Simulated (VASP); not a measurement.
Set up this calculation in VASP 6.6.1, as the native input.

```
Task                   : single point
Functional             : PBE
Potentials or basis    : VASP PAW PBE potentials, release 64 (Ga_d, Sb)
Cutoff                 : 520 eV
k mesh                 : 10 × 10 × 10
Occupations            : gaussian, width 0.05 eV
Spin                   : no spin polarisation
Dipole correction      : no
Further INCAR settings : ALGO = Normal; EDIFF = 1e-06; NBANDS = 16
```

The structure of GaSb lies in POSCAR:

```
GaSb
1.0
    0.0000000000      3.1069559200      3.1069559200
    3.1069559200      0.0000000000      3.1069559200
    3.1069559200      3.1069559200      0.0000000000
Ga Sb
1 1
Direct
    0.0000000000      0.0000000000      0.0000000000
    0.7500000000      0.7500000000      0.7500000000
```

One way to write it, as run:

INCAR

```
SYSTEM = GaSb
  PREC = Accurate
  ENCUT = 520
  EDIFF = 1E-6
  ISMEAR = 0
  SIGMA = 0.05
  LREAL = .FALSE.
  LASPH = .TRUE.
  NELM = 100
  ALGO = Normal
  ISIF = 2
  LWAVE = .FALSE.
  LCHARG = .TRUE.
  GGA = PE
  LELF = .TRUE.
  LVHAR = .TRUE.
  NBANDS = 16
```

KPOINTS

```
Automatic mesh
0
G
  10 10 10
  0 0 0
```

Potentials or basis: VASP PAW PBE potentials, release 64 (Ga_d, Sb).

Run with:

```bash
$ cat potpaw_PBE.64/Ga_d/POTCAR potpaw_PBE.64/Sb/POTCAR > POTCAR
$ mpirun -np 1 vasp_std > vasp.out
```

Results of the run:

```json
{"Pressure": "0.1 GPa", "Band gap on the k mesh": "zero (filled and empty bands touch)"}
```

Caveat: spin-orbit coupling is left out, which moves the levels of the heavy elements.

It took 96 s on 1 thread of AMD EPYC 7R43 64-Core Processor (Zen 3), on a shared host, peak memory 0.19 GiB.
